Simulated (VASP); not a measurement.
# S (Fd-3m) in VASP: single point with PBEsol

Aim: the single point of S with PBEsol.

Everything below comes from runs of VASP 6.6.1. Logs are shortened: lines on timing, memory, paths and dates and some standing lists are left out, and cuts for length are marked.

## 1. The cell of the first run

It takes space group Fd-3m (No. 227, cubic). Conventional cell: a = 5.682 Å, b = 5.682 Å, c = 5.682 Å, α = 90.00°, β = 90.00°, γ = 90.00°. S (site symmetry -43m) has 4 S at 2.46 Å within 3.2 Å.

## 2. Single point, PBEsol

Input file INCAR:

```
PREC     = Accurate       # precision mode
ENCUT    = 500            # plane-wave cutoff, eV
EDIFF    = 1E-6           # SCF threshold, eV
ISMEAR   = -1             # smearing method
SIGMA    = 0.13605693000000002 # smearing width, eV
LREAL    = F              # projectors in reciprocal space
LASPH    = T              # aspherical terms in the spheres
NELM     = 120            # most SCF steps
ALGO     = Normal         # electronic algorithm
ISIF     = 2              # what is computed and relaxed
LWAVE    = F              # write WAVECAR
LCHARG   = F              # write CHGCAR
GGA      = PS             # functional
NBANDS   = 13             # bands
GGA_COMPAT= F
```

Input file KPOINTS:

```
regular mesh
0
Gamma
  8 8 8
```

Input file POSCAR:

```
S
1.0
    0.0000000000      2.8407724540      2.8407724540
    2.8407724540      0.0000000000      2.8407724540
    2.8407724540      2.8407724540      0.0000000000
S
2
Direct
    0.0000000000      0.0000000000      0.0000000000
    0.2500000000      0.2500000000      0.2500000000
```

Potentials or basis: VASP PAW PBE potentials, release 64 (S).

The run is started by

```bash
$ cat potpaw_PBE.64/S/POTCAR > POTCAR
$ mpirun -np 1 vasp_std > vasp.out
```

OUTCAR:

```text
PREC = Accurate
   ENCUT = 500
   EDIFF = 1E-6
   ISMEAR = -1
   LREAL = F
   LASPH = T
   NELM = 120
   ISIF = 2
   GGA = PS

 ion  position               nearest neighbor table
   1  0.000  0.000  0.000-   2 2.46   2 2.46   2 2.46   2 2.46
   2  0.250  0.250  0.250-   1 2.46   1 2.46   1 2.46   1 2.46

  LATTYP: Found a face centered cubic cell.
 ALAT       =     5.6815449080

  Lattice vectors:

 A1 = (   0.0000000000,   2.8407724540,   2.8407724540)
 A2 = (   2.8407724540,   0.0000000000,   2.8407724540)
 A3 = (   2.8407724540,   2.8407724540,   0.0000000000)

Analysis of symmetry for initial positions (statically):
=====================================================================
 Subroutine PRICEL returns:
 Original cell was already a primitive cell.

 Routine SETGRP: Setting up the symmetry group for a
 face centered cubic supercell.

 Subroutine GETGRP returns: Found 48 space group operations
 (whereof 24 operations were pure point group operations)
 out of a pool of 48 trial point group operations.

The static configuration has the point symmetry T_d .
 The point group associated with its full space group is O_h .

Analysis of symmetry for dynamics (positions and initial velocities):
=====================================================================
 Subroutine PRICEL returns:
 Original cell was already a primitive cell.

 Routine SETGRP: Setting up the symmetry group for a
 face centered cubic supercell.

 Subroutine GETGRP returns: Found 48 space group operations
 (whereof 24 operations were pure point group operations)
 out of a pool of 48 trial point group operations.

The dynamic configuration has the point symmetry T_d .
 The point group associated with its full space group is O_h .

 Subroutine INISYM returns: Found 48 space group operations
 (whereof 24 operations are pure point group operations),
 and found     1 'primitive' translations

----------------------------------------------------------------------------------------

                                     Primitive cell

  volume of cell :      45.8500

  direct lattice vectors                    reciprocal lattice vectors
     0.000000000  2.840772454  2.840772454    -0.176008465  0.176008465  0.176008465
     2.840772454  0.000000000  2.840772454     0.176008465 -0.176008465  0.176008465
     2.840772454  2.840772454  0.000000000     0.176008465  0.176008465 -0.176008465

  length of vectors
     4.017458932  4.017458932  4.017458932     0.304855605  0.304855605  0.304855605

  position of ions in fractional coordinates (direct lattice)
     0.000000000  0.000000000  0.000000000
     0.250000000  0.250000000  0.250000000

  ion indices of the primitive-cell ions
   primitive index   ion index
                 1           1
                 2           2

----------------------------------------------------------------------------------------

 KPOINTS: regular mesh

Automatic generation of k-mesh.
 Grid dimensions read from file:
 generate k-points for:    8    8    8

 Generating k-lattice:

  Cartesian coordinates                     Fractional coordinates (reciprocal lattice)
    -0.022001058  0.022001058  0.022001058     0.125000000  0.000000000  0.000000000
     0.022001058 -0.022001058  0.022001058     0.000000000  0.125000000  0.000000000
     0.022001058  0.022001058 -0.022001058     0.000000000  0.000000000  0.125000000

  Length of vectors
     0.038106951  0.038106951  0.038106951

  Shift w.r.t. Gamma in fractional coordinates (k-lattice)
     0.000000000  0.000000000  0.000000000

 Subroutine IBZKPT returns following result:
 ===========================================

 Found     29 irreducible k-points:

 Following reciprocal coordinates:
            Coordinates               Weight
  0.000000  0.000000  0.000000      1.000000
  0.125000  0.000000  0.000000      8.000000
  0.250000  0.000000  0.000000      8.000000
  0.375000  0.000000  0.000000      8.000000
  0.500000  0.000000  0.000000      4.000000
  0.125000  0.125000  0.000000      6.000000
[... 16 lines left out ...]
  0.500000  0.250000  0.125000     48.000000
 -0.375000  0.250000  0.125000     24.000000
 [... further k-points ...]
   k-points           NKPTS =     29   k-points in BZ     NKDIM =     29   number of bands    NBANDS=     13
   number of dos      NEDOS =    301   number of ions     NIONS =      2
   total plane-waves  NPLWV =  27000
   dimension x,y,z NGX =    30 NGY =   30 NGZ =   30
   dimension x,y,z NGXF=    60 NGYF=   60 NGZF=   60
   ions per type =               2
   NGX,Y,Z   is equivalent  to a cutoff of  12.41, 12.41, 12.41 a.u.
   NGXF,Y,Z  is equivalent  to a cutoff of  24.83, 24.83, 24.83 a.u.
 SYSTEM =  unknown system
   PREC   = accura    normal or accurate (medium, high low for compatibility)
   ISTART =      0    job   : 0-new  1-cont  2-samecut
   ICHARG =      2    charge: 1-file 2-atom 10-const
   ISPIN  =      1    spin polarized calculation?
   LNONCOLLINEAR =      F non collinear calculations
   LSORBIT =      F    spin-orbit coupling
   LASPH  =      T    aspherical Exc in radial PAW
   ENCUT  =  500.0 eV  36.75 Ry    6.06 a.u.   7.32  7.32  7.32*2*pi/ulx,y,z
   NELM   =    120;   NELMIN=  2; NELMDL= -5     # of ELM steps
   EDIFF  = 0.1E-05   stopping-criterion for ELM
   LREAL  =      F    real-space projection
   EDIFFG = 0.1E-04   stopping-criterion for IOM
   NSW    =      0    number of steps for IOM
   IBRION =     -1    ionic relax: 0-MD 1-quasi-New 2-CG
   NFREE  =      0    steps in history (QN), initial steepest desc. (CG)
   ISIF   =      2    stress and relaxation
   ISYM   =      2    0-nonsym 1-usesym 2-fastsym
   POTIM  = 0.5000    time-step for ionic-motion
   TEBEG  =    0.0;   TEEND  =   0.0 temperature during run
   PSTRESS=    0.0 pullay stress
   NELECT =      12.0000    total number of electrons
   NUPDOWN=      -1.0000    fix difference up-down
   EMIN   =  10.00;   EMAX   =-10.00  energy-range for DOS
   EFERMI =   0.00;   METHOD = LEGACY
   ISMEAR =    -1;   SIGMA  =   0.14  broadening in eV -4-tet -1-fermi 0-gaus
   EFERMI_NEDOS =   21; number of points for ismear=-14 and -15
   IALGO  =     38    algorithm
   IMIX   =      4    mixing-type and parameters
     AMIX     =   0.40;   BMIX     =  1.00
     AMIX_MAG =   1.60;   BMIX_MAG =  1.00
  volume/ion in A,a.u.               =      22.92       154.71
  Fermi-wavevector in a.u.,A,eV,Ry     =   1.047182  1.978887 14.920012  1.096590
  Thomas-Fermi vector in A             =   2.182051
   LORBIT       =      0    0 simple, 1 ext, 2 COOP (PROOUT), +10 PAW based schemes
   GGA     = PS    functional components
   LHFCALC =     F    Hartree Fock is set to
   AEXX    =    0.0000 exact exchange contribution
   IVDW    =     0    specifies the selected vdW correction
   LEPSILON=     F    determine dielectric tensor
   LRPA    =     F    only Hartree local field effects (RPA)
 non-spin polarized calculation
  energy-cutoff  :      500.00
  volume of cell :       45.85
 maximum number of plane-waves:      1211
 NGX is ok and might be reduce to    30
   NGX = 15   NGY = 15   NGZ = 15

 number of electron      12.0000003 magnetization

 Free energy of the ion-electron system (eV)
  ---------------------------------------------------
  ext. energy  EPLUGINS =         0.00000000
  ---------------------------------------------------
  free energy    TOTEN  =        -6.97676519 eV

  energy without entropy =       -6.87376410  energy(sigma->0) =       -6.92526465

 E-fermi :   3.9750     XC(G=0):  -9.1628

 val. band max:        3.8960339090   @ k =  -0.3750   0.2500   0.1250
 cond. band min:       3.9750627674   @ k =   0.5000   0.1250   0.0000
 fundamental gap:      0.0790288584
 Fermi energy:         3.9749916030

 k-point     1 :       0.0000    0.0000    0.0000
  band No.  band energies     occupation
      1     -12.1932      2.00000
      2      -4.8481      2.00000
      3      -0.0873      2.00000
      4      -0.0873      2.00000
      5      -0.0873      2.00000
      6       2.9479      1.99895
      7       2.9479      1.99895
      8       2.9479      1.99895
      9       9.3375      0.00000
     10      11.6625      0.00000
     11      11.6625      0.00000
     12      14.4361      0.00000
     13      14.4361      0.00000

 k-point     2 :       0.1250    0.0000    0.0000
  band No.  band energies     occupation
      1     -12.0573      2.00000
      2      -5.3304      2.00000
      3      -0.2471      2.00000
      4      -0.2471      2.00000
      5      -0.0284      2.00000
      6       3.1906      1.99375
      7       3.1906      1.99375
      8       3.2363      1.99127
      9       9.8552      0.00000
     10      11.3169      0.00000
     11      11.3169      0.00000
     12      14.0735      0.00000
     13      15.2999      0.00000

 k-point     3 :       0.2500    0.0000    0.0000
  band No.  band energies     occupation
      1     -11.6744      2.00000
      2      -6.3864      2.00000
      3      -0.5586      2.00000
      4      -0.5586      2.00000
      5      -0.1296      2.00000
      6       3.6756      1.80064
      7       3.6756      1.80064
      8       4.2109      0.30017
      9      10.7663      0.00000
     10      11.1142      0.00000
     11      11.1142      0.00000
     12      13.8434      0.00000
     13      16.5411      0.00000
[... 305 lines left out ...]
 k-point    23 :       0.5000    0.2500    0.1250
  band No.  band energies     occupation
      1     -10.8016      2.00000
      2      -7.9239      2.00000
      3      -2.0179      2.00000
      4      -1.2161      2.00000
      5       1.3993      2.00000
      6       3.5067      1.93799
      7       4.9568      0.00147
      8       5.3861      0.00006
      9      10.3021      0.00000
     10      10.7621      0.00000
     11      12.7515      0.00000
     12      14.6023      0.00000
     13      15.7161      0.00000

 k-point    24 :      -0.3750    0.2500    0.1250
  band No.  band energies     occupation
      1     -10.4779      2.00000
      2      -8.3781      2.00000
      3      -2.1766      2.00000
      4      -1.3272      2.00000
      5       1.4108      2.00000
      6       3.8960      1.28229
      7       4.9938      0.00112
      8       5.7193      0.00001
      9       9.8710      0.00000
     10      11.2208      0.00000
     11      12.6013      0.00000
     12      14.1816      0.00000
     13      15.6113      0.00000

 [... further k-points ...]
[... 5 lines left out ...]
  --------------------------------------------------------------------------------------
  -------------------------------------------------------------------------------------
  Total        0.0179138      0.0179138      0.0179138      0.0000000      0.0000000      0.0000000
  in kB        0.6259764      0.6259764      0.6259764      0.0000000      0.0000000      0.0000000
  external PRESSURE =       0.6259764 kB  Pullay stress =       0.0000000 kB

 VOLUME and BASIS-vectors are now :
 -----------------------------------------------------------------------------
  energy-cutoff  :      500.00
  volume of cell :       45.85
      direct lattice vectors                 reciprocal lattice vectors
     0.000000000  2.840772454  2.840772454    -0.176008465  0.176008465  0.176008465
     2.840772454  0.000000000  2.840772454     0.176008465 -0.176008465  0.176008465
     2.840772454  2.840772454  0.000000000     0.176008465  0.176008465 -0.176008465

 POSITION                                       TOTAL-FORCE (eV/Angst)
 -----------------------------------------------------------------------------------
      0.00000      0.00000      0.00000        -0.000000     -0.000000     -0.000000
      1.42039      1.42039      1.42039         0.000000      0.000000      0.000000
 -----------------------------------------------------------------------------------
    total drift:                                0.000000     -0.000000      0.000000

  FREE ENERGIE OF THE ION-ELECTRON SYSTEM (eV)
  ---------------------------------------------------
  free  energy   TOTEN  =        -6.9767651925 eV

  energy  without entropy=       -6.8737641014  energy(sigma->0) =       -6.92526465
```

Run time: 15 s. Hardware: 1 thread of AMD EPYC 7R43 (Zen 3), shared host; peak memory 0.12 GiB.

What came out:

```
Free energy            : -6.9768 eV
Pressure               : 0.1 GPa
Band gap on the k mesh : zero (band 6 reaches 4.17 eV, above the bottom of band 7 at 2.95 eV)
```

Caveat: the PAW data sets were made with another functional, which shifts forces and pressure a little.
